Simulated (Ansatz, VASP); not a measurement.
TiSiTe3 in VASP and in Ansatz

Contents of INCAR:

```
PREC     = Accurate       # precision mode
ENCUT    = 600            # plane-wave cutoff, eV
EDIFF    = 1E-7           # SCF threshold, eV
ISMEAR   = 0              # smearing method
SIGMA    = 0.1            # smearing width, eV
LREAL    = False          # projectors in reciprocal space
LASPH    = True           # aspherical terms in the spheres
NELM     = 80             # most SCF steps
ALGO     = Normal         # electronic algorithm
ISIF     = 3              # what is computed and relaxed
LWAVE    = False          # write WAVECAR
LCHARG   = False          # write CHGCAR
GGA      = PE             # functional
IBRION   = 2              # ionic algorithm
NSW      = 100            # ionic steps
EDIFFG   = -0.01          # ionic threshold
```

KPOINTS

```
regular mesh
0
Gamma
  8 8 8
```

POSCAR

```
TiSiTe3
1.0
    5.3217676622      0.0000000000      0.0000000000
    0.0000000000      5.3217676622      0.0000000000
    0.0000000000      0.0000000000      5.3217676622
Ti Si Te
1 1 3
Direct
    0.5000000000      0.5000000000      0.5000000000
    0.0000000000      0.0000000000      0.0000000000
    0.0000000000      0.5000000000      0.5000000000
    0.5000000000      0.5000000000      0.0000000000
    0.5000000000      0.0000000000      0.5000000000
```

Input for Ansatz:

```yaml
crystal:
  lattice:
    - [5.3217676622, 0.0, 0.0]
    - [0.0, 5.3217676622, 0.0]
    - [0.0, 0.0, 5.3217676622]
  atoms:
    - { symbol: Ti, position: [0.5, 0.5, 0.5] }
    - { symbol: Si, position: [0.0, 0.0, 0.0] }
    - { symbol: Te, position: [0.0, 0.5, 0.5] }
    - { symbol: Te, position: [0.5, 0.5, 0.0] }
    - { symbol: Te, position: [0.5, 0.0, 0.5] }
basis:
  ecutwfc: 420
kpoints:
  mp_grid: { grid: [8, 8, 8] }
hamiltonian:
  xc: pbe
scf:
  occupations: { method: gaussian, width: 0.1 }
output:
  forces: true
  stress: true
  eigenvalues: true
  write_density: true
  write_potential: true
  elf: true
  volumetric_format: npy
relax:
  adjacent_minimum: "off"
  f_tol: 0.01
  max_steps: 80
  cell: { stress_tol: 0.05 }
```

Change from the starting cell: species swapped into the TmBRh3 type (Pm-3m, No. 221).

Alike in both runs: task relaxation of cell and atoms; functional PBE; k mesh 8 × 8 × 8; occupations gaussian, width 0.1 eV; no spin polarisation.

|  | VASP | Ansatz |
| --- | --- | --- |
| version | VASP 6.6.1 | Ansatz 0.2.0 |
| potentials or method | VASP PAW PBE potentials, release 64 (Ti_sv, Si, Te), cutoff 600 eV | scalar-relativistic, plane waves, PAW |
| valence electrons in the cell | 34 | 64 |

```csv
,VASP,Ansatz,Ansatz less VASP
"gap on the k mesh at the Fermi level, each at its own relaxed structure (eV)",none,none,-
relaxed volume (Å³/atom),29.90,29.89,-0.002
relaxed length of the cell vector where the two differ most in proportion (Å),5.307,5.307,-0.0001
```

A gap of «none» marks a metal or a gap that the smearing closes. VASP's potentials hold 34 valence electrons a cell and Ansatz's 64, so a difference there can come from the potentials and not from the codes.

Neither program's run includes spin-orbit coupling.
